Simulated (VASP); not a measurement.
**Ag: single point with r2SCAN**

Crystal: Ag.

```xyz
2
Lattice="2.9300 0.0000 0.0000 -1.4650 2.5375 0.0000 0.0000 0.0000 4.7900" Properties=species:S:1:pos:R:3 pbc="T T T"
Ag    0.0000    1.6916    1.1975
Ag    1.4650    0.8458    3.5925
```

This isn't the form of Ag at room conditions, which is fcc.

- Program: VASP 6.6.1
- Task: single point
- Functional: r2SCAN
- Potentials or basis: VASP PAW PBE potentials, release 64 (Ag)
- Cutoff: 520 eV
- k mesh: 17 × 17 × 9
- Occupations: gaussian, width 0.1 eV
- Spin: no spin polarisation
- Dipole correction: no
- Further INCAR settings: ALGO = Normal; EDIFF = 1e-06; NBANDS = 18

```json
{
  "Pressure": "-2.5 GPa",
  "Band gap on the k mesh": "zero (bands 11 and 12 overlap by 7.33 eV)"
}
```

Stress tensor (GPa, compression positive):
```
-2.97  0.00  0.00
 0.00 -2.97  0.00
 0.00  0.00 -1.65
```

Levels at points of the mesh, in eV from the Fermi level:
```tsv
k point	band 8	band 9	band 10	band 11	band 12	band 13	band 14	band 15
(0.00, 0.00, 0.00)	-4.39	-4.39	-3.43	-3.43	-0.26	3.40	16.12	18.03
```

Run time: 98 s on 1 thread of Intel(R) Xeon(R) 6975P-C (Granite Rapids) (shared host), peak memory 0.22 GiB.

Caveat: the PAW data sets were made with another functional, which shifts forces and pressure a little.
